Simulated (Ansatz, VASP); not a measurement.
SrFe3 in VASP and in Ansatz

```
Sr Fe
1.0
     4.09455    0.00000    0.00000
     0.00000    4.09455    0.00000
     0.00000    0.00000    4.09455
Sr Fe
1 3
Cartesian
  0.0000 0.0000 0.0000
  0.0000 2.0473 2.0473
  2.0473 0.0000 2.0473
  2.0473 2.0473 0.0000
```

Alike in both runs: functional PBE; k mesh 4 × 4 × 4; occupations gaussian, width 0.1 eV; collinear spin.

Ansatz relaxed the structure, and its values are those at the end. VASP's run is a single point on that final structure, the one shown.

```csv
,VASP,Ansatz
version,VASP 6.6.1,Ansatz 0.2.0
potentials or method,"VASP PAW PBE potentials, release 64 (Sr_sv, Fe), cutoff 520 eV","scalar-relativistic, plane waves, PAW"
valence electrons in the cell,34,58
```

Ansatz gave:

```
gap on the k mesh at the Fermi level (eV)                     : none
pressure (GPa)                                                : 0.0
net moment per atom (μB)                                      : 1.88
size of the moment on the site where the two differ most (μB) : 2.62
```

Problem. What did VASP give for the same quantities?

Solution. gap on the k mesh at the Fermi level (eV): none; pressure (GPa): 0.3; net moment per atom (μB): 1.87; size of the moment on the site where the two differ most (μB): 2.59.

Site moments also hang on the region over which each program counts them. A gap of «none» marks a metal or a gap that the smearing closes. With one functional, cell and mesh, what is left measures potentials, basis and numerics. VASP's potentials hold 34 valence electrons a cell and Ansatz's 58, so a difference there can come from the potentials and not from the codes.

The k mesh is coarse, so the values compare programs but aren't converged.
